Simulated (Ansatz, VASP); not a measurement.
CdS in VASP and in Ansatz

File INCAR:

```
  PREC = Accurate
  ENCUT = 520
  EDIFF = 1E-6
  ISMEAR = 0
  SIGMA = 0.05
  LREAL = F
  LASPH = T
  NELM = 100
  ALGO = Normal
  ISIF = 2
  LWAVE = F
  LCHARG = F
  GGA = PE
  NBANDS = 26
```

Contents of KPOINTS:

```
regular mesh
0
Gamma
  12 12 4
```

The input POSCAR:

```
CdS
1.0
    4.1347992034      0.1085384791      0.0000000000
   -1.9734025215      3.5265719102      0.0000000000
    0.0000000000      0.0000000000      6.7490000000
Cd S
2 2
Direct
    0.3333333333      0.6666666667      0.0000000000
    0.6666666667      0.3333333333      0.5000000000
    0.3333333333      0.6666666667      0.3850000000
    0.6666666667      0.3333333333      0.8850000000
```

Input for Ansatz:

```yaml
crystal:
  lattice:
    - [4.1347992034, 0.1085384791, 0.0]
    - [-1.9734025215, 3.5265719102, 0.0]
    - [0.0, 0.0, 6.749]
  atoms:
    - { symbol: Cd, position: [0.3333333333, 0.6666666667, 0.0] }
    - { symbol: Cd, position: [0.6666666667, 0.3333333333, 0.5] }
    - { symbol: S, position: [0.3333333333, 0.6666666667, 0.385] }
    - { symbol: S, position: [0.6666666667, 0.3333333333, 0.885] }
basis:
  ecutwfc: 420
kpoints:
  mp_grid: { grid: [12, 12, 4] }
hamiltonian:
  xc: pbe
scf:
  occupations: { method: gaussian, width: 0.05 }
output:
  forces: true
  stress: true
  eigenvalues: true
```

Change from the starting cell: strain +0.0525 x Voigt [0, 0, 0, 0, 0, 1], atoms carried along.

Alike in both runs: task single point; functional PBE; k mesh 12 × 12 × 4; occupations gaussian, width 0.05 eV; no spin polarisation.

|  | VASP | Ansatz |
| --- | --- | --- |
| version | VASP 6.6.1 | Ansatz 0.2.0 |
| potentials or method | VASP PAW PBE potentials, release 64 (Cd, S), cutoff 520 eV | scalar-relativistic, plane waves, PAW |
| valence electrons in the cell | 36 | 52 |

```tsv
	VASP	Ansatz	Ansatz less VASP
gap on the k mesh at the Fermi level (eV)	1.14	1.14	-0.002
least direct gap on the mesh (eV)	1.14	1.14	-0.002
pressure (GPa)	3.0	2.7	-0.35
traceless stress, the component that is largest in VASP (GPa)	-2.30	-2.25	+0.042
rms of the force components (eV/Å)	0.282	0.273	-0.0091
```

Atom by atom the forces differ by 0.009 eV/Å (rms over components). VASP's potentials hold 36 valence electrons a cell and Ansatz's 52, so a difference there can come from the potentials and not from the codes.
